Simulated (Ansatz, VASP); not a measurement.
## One calculation of HgTe, two programs

Contents of INCAR:

```
PREC = Accurate ; ENCUT = 520
EDIFF = 1E-6 ; ISMEAR = 0
SIGMA = 0.025 ; LREAL = False
LASPH = True ; NELM = 80
ALGO = Normal ; ISIF = 2
LWAVE = False ; LCHARG = False
GGA = PE ; NBANDS = 16
```

The input KPOINTS:

```
regular mesh
0
Gamma
  7 7 7
```

Contents of POSCAR:

```
HgTe
1.0
    0.0000000000      3.2145000000      3.2145000000
    3.2145000000      0.0000000000      3.2145000000
    3.2145000000      3.2145000000      0.0000000000
Hg Te
1 1
Direct
    0.0000000000      0.0000000000      0.0000000000
    0.7500000000      0.7500000000      0.7500000000
```

input.yaml

```yaml
crystal:
  lattice:
    - [0.0, 3.2145, 3.2145]
    - [3.2145, 0.0, 3.2145]
    - [3.2145, 3.2145, 0.0]
  atoms:
    - { symbol: Hg, position: [0.0, 0.0, 0.0] }
    - { symbol: Te, position: [0.75, 0.75, 0.75] }
kpoints:
  mp_grid: { grid: [7, 7, 7] }
scf:
  occupations: { method: gaussian, width: 0.025 }
hamiltonian:
  xc: pbe
  pseudopotentials: { kind: all_electron, lapw: { basis_error: 0.001 } }
output:
  forces: true
  stress: true
  eigenvalues: true
```

Alike in both runs: task single point; functional PBE; k mesh 7 × 7 × 7; occupations gaussian, width 0.025 eV; no spin polarisation.

|  | VASP | Ansatz |
| --- | --- | --- |
| version | VASP 6.6.1 | Ansatz 0.2.0 |
| potentials or method | VASP PAW PBE potentials, release 64 (Hg, Te), cutoff 520 eV | all-electron LAPW, scalar-relativistic |

|  | VASP | Ansatz | Ansatz less VASP |
| --- | --- | --- | --- |
| gap on the k mesh at the Fermi level (eV) | none | none | - |
| pressure (GPa) | 4.6 | 4.6 | -0.07 |

A gap of «none» marks a metal or a gap that the smearing closes. Ansatz ran all-electron here, and VASP with PAW potentials.

Spin-orbit coupling is off throughout.
